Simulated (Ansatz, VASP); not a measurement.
**As in VASP and in Ansatz**

```xyz
2
Lattice="0.0000 3.0533 3.0533 3.0533 0.0000 3.0533 3.0533 3.0533 0.0000" Properties=species:S:1:pos:R:3 pbc="T T T"
As   -0.7633   -0.7633   -0.7633
As    0.7633    0.7633    0.7633
```

Alike in both runs: task relaxation of cell and atoms; functional PBE; k mesh 12 × 12 × 12; occupations fermi-dirac, width 0.05 eV; no spin polarisation.

|  | VASP | Ansatz |
| --- | --- | --- |
| version | VASP 6.6.1 | Ansatz 0.2.0 |
| potentials or method | VASP PAW PBE potentials, release 64 (As), cutoff 600 eV | all-electron LAPW, non-relativistic |

|  | VASP | Ansatz | Ansatz less VASP |
| --- | --- | --- | --- |
| relaxed volume (Å³/atom) | 28.55 | 28.71 | +0.156 |
| relaxed cell length with the largest relative difference (Å) | 4.322 | 4.330 | +0.0079 |

Ansatz ran all-electron here, and VASP with PAW potentials.
